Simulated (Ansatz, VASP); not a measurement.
AlNi3: VASP beside Ansatz

```
CELL_PARAMETERS angstrom
0.00918 2.80870 2.80147
2.80352 0.00613 2.80452
2.81058 2.81882 -0.00094
ATOMIC_POSITIONS crystal
Al 0.51799 0.47545 0.48120
Ni 0.23471 0.21297 0.23590
Ni 0.05270 0.96234 0.03015
Ni 0.77290 0.72066 0.80167
```

Change from the starting cell: kmesh displaced: [2, 2, 2] Gamma-centred.

Alike in both runs: task single point; functional PBEsol; k mesh 2 × 2 × 2; occupations gaussian, width 0.1 eV; no spin polarisation.

|  | VASP | Ansatz |
| --- | --- | --- |
| version | VASP 6.6.1 | Ansatz 0.2.0 |
| potentials or method | VASP PAW PBE potentials, release 64 (Al, Ni), cutoff 520 eV | scalar-relativistic, plane waves, PAW |
| valence electrons in the cell | 33 | 57 |

|  | VASP | Ansatz | Ansatz less VASP |
| --- | --- | --- | --- |
| gap on the k mesh at the Fermi level (eV) | none | none | - |
| pressure (GPa) | 8.1 | 8.0 | -0.09 |
| traceless stress, the component that is largest in VASP (GPa) | -2.71 | -2.74 | -0.029 |
| rms of the force components (eV/Å) | 1.379 | 1.397 | +0.0175 |

VASP's potentials were made for PBE, not for PBEsol. Atom by atom the forces differ by 0.021 eV/Å (rms over components). A gap of «none» marks a metal or a gap that the smearing closes. With one functional, cell and mesh, what is left measures potentials, basis and numerics. VASP's potentials hold 33 valence electrons a cell and Ansatz's 57, so a difference there can come from the potentials and not from the codes.

The k mesh is coarse, so the values compare programs but aren't converged.
